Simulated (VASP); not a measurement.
Au, 1 atom in the cell. Symmetry: Pm-3m, No. 221, cubic system. Conventional cell: a = 2.517 Å, b = 2.517 Å, c = 2.517 Å, α = 90.00°, β = 90.00°, γ = 90.00°. Au (site symmetry m-3m) has 6 Au at 2.52 Å within 3.3 Å.  This cell differs from its parent crystal: volume scaled by 0.84.

| Item | Value |
| --- | --- |
| Program | VASP 6.6.1 |
| Task | single point |
| Functional | LDA |
| Potentials or basis | VASP PAW LDA potentials, release 64 (Au) |
| Cutoff | 520 eV |
| k mesh | 14 × 14 × 14 |
| Occupations | fermi-dirac, width 0.05 eV |
| Spin | no spin polarisation |
| Dipole correction | no |
| Further INCAR settings | ALGO = Normal; EDIFF = 1e-07; NBANDS = 12 |

Potentials or basis: VASP PAW LDA potentials, release 64 (Au).

Command:

```sh
$ cat potpaw_LDA.64/Au/POTCAR > POTCAR
$ mpirun -np 1 vasp_std > vasp.out
```

Hardware: 1 thread of Intel(R) Xeon(R) Platinum 8559C (Emerald Rapids), with other jobs on the host.

Question: Estimate the wall time of this run.

Answer: It took 8.5 s on 1 thread of Intel(R) Xeon(R) Platinum 8559C (Emerald Rapids), on a shared host, peak memory 0.13 GiB. Counts: scf iterations 11, k points 120.
